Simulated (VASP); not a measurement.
A run of VASP 6.6.1:

File POSCAR:

```
NaAg3
1.0
    4.2150500000     -0.0654800000      0.0077300000
   -0.0654800000      4.1744000000      0.0423600000
    0.0077300000      0.0423600000      4.2657000000
Na Ag
1 3
Direct
    0.0149900000      0.9694200000      0.9758600000
    0.9385254578      0.4929272387      0.4671977290
    0.4743600000      0.9787900000      0.4598900000
    0.4679500000      0.4967100000      0.9483700000
```

File INCAR.step1:

```
SYSTEM = NaAg3
PREC = Accurate
ENCUT = 520
ISMEAR = 0
SIGMA = 0.1
LREAL = .FALSE.
LASPH = .TRUE.
NELM = 80
NBANDS = 28
GGA = PE
ALGO = Normal
EDIFF = 1E-4
LWAVE = .TRUE.
LCHARG = .FALSE.
```

INCAR.step2

```
SYSTEM = NaAg3
PREC = Accurate
ENCUT = 520
EDIFF = 1E-6
ISMEAR = 0
SIGMA = 0.1
LREAL = .FALSE.
LASPH = .TRUE.
NELM = 80
ALGO = Normal
ISIF = 2
LWAVE = .FALSE.
LCHARG = .TRUE.
METAGGA = R2SCAN
LMIXTAU = .TRUE.
LELF = .TRUE.
LVHAR = .TRUE.
NBANDS = 28
ISTART = 1
```

Contents of KPOINTS:

```
regular mesh
0
G
  4 4 4
  0 0 0
```

Potentials or basis: VASP PAW PBE potentials, release 64 (Na_pv, Ag).

Run with:

```console
$ cat potpaw_PBE.64/Na_pv/POTCAR potpaw_PBE.64/Ag/POTCAR > POTCAR
$ cp INCAR.step1 INCAR
$ mpirun -np 1 vasp_std > vasp.out
$ cp INCAR.step2 INCAR
$ mpirun -np 1 vasp_std > vasp.out
```

Hardware: 1 thread of Intel(R) Xeon(R) 6975P-C (Granite Rapids), on a shared host.

Q: How long does it take, and how much memory?

A: It took 73 s on 1 thread of Intel(R) Xeon(R) 6975P-C (Granite Rapids), with other jobs on the host, peak memory 0.21 GiB. Counts: k points 36.
